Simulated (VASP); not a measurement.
Here is a VASP 6.6.1 calculation.

File INCAR:

```
SYSTEM = PtRhC4N4
PREC = Accurate
ENCUT = 520
EDIFF = 1E-6
ISMEAR = 0
SIGMA = 0.1
LREAL = .False.
LASPH = .True.
NELM = 150
ALGO = Normal
ISIF = 2
LWAVE = .False.
LCHARG = .False.
ISPIN = 2
MAGMOM = 1 0 0 0 0 0 0 0 0 0
LORBIT = 11
LMAXMIX = 4
GGA = PE
NBANDS = 46
```

Contents of KPOINTS:

```
regular mesh
0
Gamma
  4 4 4
  0 0 0
```

POSCAR

```
PtRhC4N4
1.0
    5.9355559443      0.0000000000      0.0000000000
    0.0000000000      5.9355559443      0.0000000000
    0.0000000000      0.0000000000      5.9355559443
Rh Pt C N
1 1 4 4
Direct
    0.5000000000      0.5000000000      0.5000000000
    0.0000000000      0.0000000000      0.0000000000
    0.1921931332      0.1921931332      0.1921931332
    0.1921931332      0.8078068668      0.8078068668
    0.8078068668      0.1921931332      0.8078068668
    0.8078068668      0.8078068668      0.1921931332
    0.3075065757      0.3075065757      0.3075065757
    0.3075065757      0.6924934243      0.6924934243
    0.6924934243      0.3075065757      0.6924934243
    0.6924934243      0.6924934243      0.3075065757
```

Potentials or basis: VASP PAW PBE potentials, release 64 (Rh_pv, Pt, C, N).

Launch:

```bash
$ cat potpaw_PBE.64/Rh_pv/POTCAR potpaw_PBE.64/Pt/POTCAR potpaw_PBE.64/C/POTCAR potpaw_PBE.64/N/POTCAR > POTCAR
$ mpirun -np 1 vasp_std > vasp.out
```

Task: Estimate the net moment.

Result: 1.09 μB per cell.

Task: What does it give for the largest force?

Result: 0.318 eV/Å.

Task: Predict the site moments.

Result: Rh +1.25; Pt -0.34; C +0.02; N +0.01 μB.

Task: Predict the pressure.

Result: 0.3 GPa.

Forces in eV/Å, atoms in the order of the input:
```
Rh   0.000  0.000  0.000
Pt   0.000  0.000  0.000
C   -0.149 -0.149 -0.149
C   -0.149  0.149  0.149
C    0.149 -0.149  0.149
C    0.149  0.149 -0.149
N    0.184  0.184  0.184
N    0.184 -0.184 -0.184
N   -0.184  0.184 -0.184
N   -0.184 -0.184  0.184
```
